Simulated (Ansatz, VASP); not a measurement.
**Si2W in VASP and in Ansatz**

INCAR

```
PREC = Accurate
ENCUT = 520
EDIFF = 1E-6
ISMEAR = 0
SIGMA = 0.15
LREAL = False
LASPH = True
NELM = 80
ALGO = Normal
ISIF = 2
LWAVE = False
LCHARG = True
GGA = PS
LELF = True
LVHAR = True
NBANDS = 43
```

The input KPOINTS:

```
regular mesh
0
Gamma
  12 12 6
```

File POSCAR:

```
Si2W
1.0
    4.6904887667      0.0000000000      0.0000000000
   -2.3452443834      4.0620824282      0.0000000000
    0.0000000000      0.0000000000      6.6033074698
Si W
6 3
Direct
    0.8361793875      0.6723587749      0.5000000000
    0.1638206125      0.8361793875      0.8333333333
    0.6723587749      0.8361793875      0.1666666667
    0.1638206125      0.3276412251      0.5000000000
    0.8361793875      0.1638206125      0.8333333333
    0.3276412251      0.1638206125      0.1666666667
    0.0000000000      0.5000000000      0.1666666667
    0.5000000000      0.5000000000      0.8333333333
    0.5000000000      0.0000000000      0.5000000000
```

Input for Ansatz:

```yaml
crystal:
  lattice:
    - [4.6904887667, 0.0, 0.0]
    - [-2.3452443834, 4.0620824282, 0.0]
    - [0.0, 0.0, 6.6033074698]
  atoms:
    - { symbol: Si, position: [0.8361793875, 0.6723587749, 0.5] }
    - { symbol: Si, position: [0.1638206125, 0.8361793875, 0.8333333333] }
    - { symbol: Si, position: [0.6723587749, 0.8361793875, 0.1666666667] }
    - { symbol: Si, position: [0.1638206125, 0.3276412251, 0.5] }
    - { symbol: Si, position: [0.8361793875, 0.1638206125, 0.8333333333] }
    - { symbol: Si, position: [0.3276412251, 0.1638206125, 0.1666666667] }
    - { symbol: W, position: [0.0, 0.5, 0.1666666667] }
    - { symbol: W, position: [0.5, 0.5, 0.8333333333] }
    - { symbol: W, position: [0.5, 0.0, 0.5] }
basis:
  ecutwfc: 420
kpoints:
  mp_grid: { grid: [12, 12, 6] }
hamiltonian:
  xc: pbesol
scf:
  occupations: { method: gaussian, width: 0.15 }
output:
  forces: true
  stress: true
  eigenvalues: true
```

Change from the starting cell: strain +0.025 along x and y, +0.000 along z, atoms carried along.

Alike in both runs: task single point; functional PBEsol; k mesh 12 × 12 × 6; occupations gaussian, width 0.15 eV; no spin polarisation.

|  | VASP | Ansatz |
| --- | --- | --- |
| version | VASP 6.6.1 | Ansatz 0.2.0 |
| potentials or method | VASP PAW PBE potentials, release 64 (Si, W_sv), cutoff 520 eV | scalar-relativistic, plane waves, PAW |
| valence electrons in the cell | 66 | 66 |

Ansatz gave:

| Item | Value |
| --- | --- |
| gap on the k mesh at the Fermi level (eV) | none |
| pressure (GPa) | -10.0 |
| traceless stress, the component that is largest in VASP (GPa) | 3.18 |

Q: Estimate VASP's values.

A: gap on the k mesh at the Fermi level (eV): none; pressure (GPa): -9.7; traceless stress, the component that is largest in VASP (GPa): 3.24.

VASP's potentials were made for PBE, not for PBEsol. A gap of «none» marks a metal or a gap that the smearing closes.

Neither program's run includes spin-orbit coupling.
